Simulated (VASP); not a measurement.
# C (Im-3m) in VASP: single point with PBEsol

Aim: the single point of C with PBEsol.

Everything below comes from runs of VASP 6.6.1. Logs are shortened: lines on timing, memory, paths and dates and some standing lists are left out, and cuts for length are marked.

## Step 1: The cell of the first run

Symmetry: Im-3m, No. 229, cubic system. Conventional cell: a = 2.409 Å, b = 2.409 Å, c = 2.409 Å, α = 90.00°, β = 90.00°, γ = 90.00°. C (site symmetry m-3m) has 14 C at 2.09 to 2.41 Å within 2.8 Å.

## Step 2: Single point, PBEsol

File INCAR:

```
ALGO = Normal
EDIFF = 1E-6
ENCUT = 600
GGA = PS
GGA_COMPAT = False
ISIF = 2
ISMEAR = 1
LASPH = True
LCHARG = False
LREAL = False
LWAVE = False
NBANDS = 8
NELM = 120
PREC = Accurate
SIGMA = 0.0104
```

File KPOINTS:

```
k-points
0
Gamma
  15 15 15
```

File POSCAR:

```
C
1.0
   -1.2045990000      1.2045990000      1.2045990000
    1.2045990000     -1.2045990000      1.2045990000
    1.2045990000      1.2045990000     -1.2045990000
C
1
Direct
    0.0000000000      0.0000000000      0.0000000000
```

Potentials or basis: VASP PAW PBE potentials, release 64 (C).

Run with:

```console
$ cat potpaw_PBE.64/C/POTCAR > POTCAR
$ mpirun -np 1 vasp_std > vasp.out
```

OUTCAR:

```text
EDIFF = 1E-6
   ENCUT = 600
   GGA = PS
   ISIF = 2
   ISMEAR = 1
   LASPH = True
   LREAL = False
   NELM = 120
   PREC = Accurate

 ion  position               nearest neighbor table
   1  0.000  0.000  0.000-

  LATTYP: Found a body centered cubic cell.
 ALAT       =     2.4091980000

  Lattice vectors:

 A1 = (  -1.2045990000,   1.2045990000,   1.2045990000)
 A2 = (   1.2045990000,  -1.2045990000,   1.2045990000)
 A3 = (   1.2045990000,   1.2045990000,  -1.2045990000)

Analysis of symmetry for initial positions (statically):
=====================================================================
 Subroutine PRICEL returns:
 Original cell was already a primitive cell.

 Routine SETGRP: Setting up the symmetry group for a
 body centered cubic supercell.

 Subroutine GETGRP returns: Found 48 space group operations
 (whereof 48 operations were pure point group operations)
 out of a pool of 48 trial point group operations.

The static configuration has the point symmetry O_h .

Analysis of symmetry for dynamics (positions and initial velocities):
=====================================================================
 Subroutine PRICEL returns:
 Original cell was already a primitive cell.

 Routine SETGRP: Setting up the symmetry group for a
 body centered cubic supercell.

 Subroutine GETGRP returns: Found 48 space group operations
 (whereof 48 operations were pure point group operations)
 out of a pool of 48 trial point group operations.

The dynamic configuration has the point symmetry O_h .

 Subroutine INISYM returns: Found 48 space group operations
 (whereof 48 operations are pure point group operations),
 and found     1 'primitive' translations

----------------------------------------------------------------------------------------

                                     Primitive cell

  volume of cell :       6.9918

  direct lattice vectors                    reciprocal lattice vectors
    -1.204599000  1.204599000  1.204599000     0.000000000  0.415075888  0.415075888
     1.204599000 -1.204599000  1.204599000     0.415075888  0.000000000  0.415075888
     1.204599000  1.204599000 -1.204599000     0.415075888  0.415075888  0.000000000

  length of vectors
     2.086426671  2.086426671  2.086426671     0.587005951  0.587005951  0.587005951

  position of ions in fractional coordinates (direct lattice)
     0.000000000  0.000000000  0.000000000

  ion indices of the primitive-cell ions
   primitive index   ion index
                 1           1

----------------------------------------------------------------------------------------

 KPOINTS: k-points

Automatic generation of k-mesh.
 Grid dimensions read from file:
 generate k-points for:   15   15   15

 Generating k-lattice:

  Cartesian coordinates                     Fractional coordinates (reciprocal lattice)
     0.000000000  0.027671726  0.027671726     0.066666667  0.000000000  0.000000000
     0.027671726  0.000000000  0.027671726     0.000000000  0.066666667  0.000000000
     0.027671726  0.027671726  0.000000000     0.000000000  0.000000000  0.066666667

  Length of vectors
     0.039133730  0.039133730  0.039133730

  Shift w.r.t. Gamma in fractional coordinates (k-lattice)
     0.000000000  0.000000000  0.000000000

 Subroutine IBZKPT returns following result:
 ===========================================

 Found    120 irreducible k-points:

 Following reciprocal coordinates:
            Coordinates               Weight
  0.000000  0.000000  0.000000      1.000000
  0.066667  0.000000  0.000000     12.000000
  0.133333  0.000000  0.000000     12.000000
  0.200000  0.000000  0.000000     12.000000
  0.266667  0.000000  0.000000     12.000000
  0.333333  0.000000  0.000000     12.000000
[... 16 lines left out ...]
  0.333333  0.200000  0.000000     48.000000
  0.400000  0.200000  0.000000     24.000000
 [... further k-points ...]
   k-points           NKPTS =    120   k-points in BZ     NKDIM =    120   number of bands    NBANDS=      8
   number of dos      NEDOS =    301   number of ions     NIONS =      1
   total plane-waves  NPLWV =   5832
   dimension x,y,z NGX =    18 NGY =   18 NGZ =   18
   dimension x,y,z NGXF=    36 NGYF=   36 NGZF=   36
   ions per type =               1
   NGX,Y,Z   is equivalent  to a cutoff of  14.34, 14.34, 14.34 a.u.
   NGXF,Y,Z  is equivalent  to a cutoff of  28.68, 28.68, 28.68 a.u.
 SYSTEM =  unknown system
   PREC   = accura    normal or accurate (medium, high low for compatibility)
   ISTART =      0    job   : 0-new  1-cont  2-samecut
   ICHARG =      2    charge: 1-file 2-atom 10-const
   ISPIN  =      1    spin polarized calculation?
   LNONCOLLINEAR =      F non collinear calculations
   LSORBIT =      F    spin-orbit coupling
   LASPH  =      T    aspherical Exc in radial PAW
   ENCUT  =  600.0 eV  44.10 Ry    6.64 a.u.   4.17  4.17  4.17*2*pi/ulx,y,z
   NELM   =    120;   NELMIN=  2; NELMDL= -5     # of ELM steps
   EDIFF  = 0.1E-05   stopping-criterion for ELM
   LREAL  =      F    real-space projection
   EDIFFG = 0.1E-04   stopping-criterion for IOM
   NSW    =      0    number of steps for IOM
   IBRION =     -1    ionic relax: 0-MD 1-quasi-New 2-CG
   NFREE  =      0    steps in history (QN), initial steepest desc. (CG)
   ISIF   =      2    stress and relaxation
   ISYM   =      2    0-nonsym 1-usesym 2-fastsym
   POTIM  = 0.5000    time-step for ionic-motion
   TEBEG  =    0.0;   TEEND  =   0.0 temperature during run
   PSTRESS=    0.0 pullay stress
   NELECT =       4.0000    total number of electrons
   NUPDOWN=      -1.0000    fix difference up-down
   EMIN   =  10.00;   EMAX   =-10.00  energy-range for DOS
   EFERMI =   0.00;   METHOD = LEGACY
   ISMEAR =     1;   SIGMA  =   0.01  broadening in eV -4-tet -1-fermi 0-gaus
   EFERMI_NEDOS =   21; number of points for ismear=-14 and -15
   IALGO  =     38    algorithm
   IMIX   =      4    mixing-type and parameters
     AMIX     =   0.40;   BMIX     =  1.00
     AMIX_MAG =   1.60;   BMIX_MAG =  1.00
  volume/ion in A,a.u.               =       6.99        47.18
  Fermi-wavevector in a.u.,A,eV,Ry     =   1.359040  2.568214 25.129832  1.846991
  Thomas-Fermi vector in A             =   2.485822
   LORBIT       =      0    0 simple, 1 ext, 2 COOP (PROOUT), +10 PAW based schemes
   GGA     = PS    functional components
   LHFCALC =     F    Hartree Fock is set to
   AEXX    =    0.0000 exact exchange contribution
   IVDW    =     0    specifies the selected vdW correction
   LEPSILON=     F    determine dielectric tensor
   LRPA    =     F    only Hartree local field effects (RPA)
 non-spin polarized calculation
 Methfessel and Paxton  Order N= 1 SIGMA  =   0.01
  energy-cutoff  :      600.00
  volume of cell :        6.99
 maximum number of plane-waves:       243
 NGX is ok and might be reduce to    18
   NGX =  9   NGY =  9   NGZ =  9

 number of electron       4.0000000 magnetization

 Free energy of the ion-electron system (eV)
  ---------------------------------------------------
  ext. energy  EPLUGINS =         0.00000000
  ---------------------------------------------------
  free energy    TOTEN  =        -5.40670535 eV

  energy without entropy =       -5.40672393  energy(sigma->0) =       -5.40671154

 E-fermi :   7.7907     XC(G=0): -13.0056

 val. band max:        7.7795087425   @ k =  -0.3333   0.4667   0.1333
 cond. band min:       7.7982377533   @ k =   0.2667   0.2000   0.0667
 fundamental gap:      0.0187290108
 Fermi energy:         7.7906838388

 k-point     1 :       0.0000    0.0000    0.0000
  band No.  band energies     occupation
      1     -11.1712      2.00000
      2      16.5843      0.00000
      3      16.5843      0.00000
      4      16.5843      0.00000
      5      40.3560      0.00000
      6      40.3560      0.00000
      7      40.3560      0.00000
      8      41.6631      0.00000

 k-point     2 :       0.0667    0.0000    0.0000
  band No.  band energies     occupation
      1     -10.9778      2.00000
      2      16.1126      0.00000
      3      16.3233      0.00000
      4      16.5310      0.00000
      5      38.8181      0.00000
      6      39.0324      0.00000
      7      41.0258      0.00000
      8      41.6962      0.00000

 k-point     3 :       0.1333    0.0000    0.0000
  band No.  band energies     occupation
      1     -10.3986      2.00000
      2      14.7255      0.00000
      3      15.6372      0.00000
      4      16.3777      0.00000
      5      35.5873      0.00000
      6      36.7804      0.00000
      7      41.7384      0.00000
      8      41.9808      0.00000

 k-point     4 :       0.2000    0.0000    0.0000
  band No.  band energies     occupation
      1      -9.4360      2.00000
      2      12.5405      0.00000
      3      14.7366      0.00000
      4      16.1452      0.00000
      5      32.9232      0.00000
      6      34.6780      0.00000
      7      41.4177      0.00000
      8      41.7612      0.00000

 k-point     5 :       0.2667    0.0000    0.0000
  band No.  band energies     occupation
      1      -8.0954      2.00000
      2       9.7922      0.00000
      3      13.8240      0.00000
      4      15.8704      0.00000
      5      31.0711      0.00000
      6      32.9360      0.00000
      7      41.5048      0.00000
      8      41.7806      0.00000
[... 177 lines left out ...]
 k-point    22 :       0.2667    0.2000   -0.0000
  band No.  band energies     occupation
      1      -4.1320      2.00000
      2       6.1110      2.00000
      3       8.8161      0.00000
      4      14.1624      0.00000
      5      31.4540      0.00000
      6      32.2743      0.00000
      7      39.6122      0.00000
      8      43.8558      0.00000

 k-point    23 :       0.3333    0.2000    0.0000
  band No.  band energies     occupation
      1      -1.9217      2.00000
      2       3.3316      2.00000
      3       8.1800      0.00000
      4      13.9075      0.00000
      5      31.1615      0.00000
      6      32.7935      0.00000
      7      38.8594      0.00000
      8      44.8852      0.00000

 k-point    24 :       0.4000    0.2000    0.0000
  band No.  band energies     occupation
      1       0.4508      2.00000
      2       0.7349      2.00000
      3       7.9862     -0.00000
      4      13.8190      0.00000
      5      31.0574      0.00000
      6      33.0474      0.00000
      7      38.5358      0.00000
      8      45.3004      0.00000

 [... further k-points ...]
[... 5 lines left out ...]
  --------------------------------------------------------------------------------------
  -------------------------------------------------------------------------------------
  Total       -0.6388586     -0.6388586     -0.6388586      0.0000000      0.0000000     -0.0000000
  in kB     -146.3955463   -146.3955463   -146.3955463      0.0000000      0.0000000     -0.0000000
  external PRESSURE =    -146.3955463 kB  Pullay stress =       0.0000000 kB

 VOLUME and BASIS-vectors are now :
 -----------------------------------------------------------------------------
  energy-cutoff  :      600.00
  volume of cell :        6.99
      direct lattice vectors                 reciprocal lattice vectors
    -1.204599000  1.204599000  1.204599000     0.000000000  0.415075888  0.415075888
     1.204599000 -1.204599000  1.204599000     0.415075888  0.000000000  0.415075888
     1.204599000  1.204599000 -1.204599000     0.415075888  0.415075888  0.000000000

 POSITION                                       TOTAL-FORCE (eV/Angst)
 -----------------------------------------------------------------------------------
      0.00000      0.00000      0.00000         0.000000     -0.000000      0.000000
 -----------------------------------------------------------------------------------
    total drift:                                0.000000     -0.000000      0.000000

  FREE ENERGIE OF THE ION-ELECTRON SYSTEM (eV)
  ---------------------------------------------------
  free  energy   TOTEN  =        -5.4067053504 eV

  energy  without entropy=       -5.4067239251  energy(sigma->0) =       -5.40671154
```

It took 4.3 s on 1 thread of AMD EPYC 7R13 (Zen 3), shared host; peak memory 0.08 GiB.

Results:

| Quantity | Value |
| --- | --- |
| Free energy | -5.4067 eV |
| Pressure | -14.6 GPa |
| Band gap on the k mesh | zero (band 2 reaches 16.58 eV, above the bottom of band 3 at 3.06 eV) |

Caveat: the PAW data sets were made with another functional, which shifts forces and pressure a little.
